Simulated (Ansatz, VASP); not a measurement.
## Al in VASP and in Ansatz

```
Al
1.0
     0.00000    1.99634    1.99634
     1.99634    0.00000    1.99634
     1.99634    1.99634    0.00000
Al
1
Direct
  0.00000 0.00000 0.00000
```

Alike in both runs: functional r2SCAN; k mesh 18 × 18 × 18; occupations gaussian, width 0.1 eV; no spin polarisation.

Ansatz relaxed the structure, and its values are those at the end. VASP's run is a single point on that final structure, the one shown.

|  | VASP | Ansatz |
| --- | --- | --- |
| version | VASP 6.6.1 | Ansatz 0.2.0 |
| potentials or method | VASP PAW PBE potentials, release 64 (Al), cutoff 520 eV | scalar-relativistic, plane waves, PAW |
| valence electrons in the cell | 3 | 3 |

```csv
,VASP,Ansatz,Ansatz less VASP
gap on the k mesh at the Fermi level (eV),none,none,-
pressure (GPa),-0.4,0.0,+0.33
```

VASP's potentials were made for PBE, not for r2SCAN. A gap of «none» marks a metal or a gap that the smearing closes.
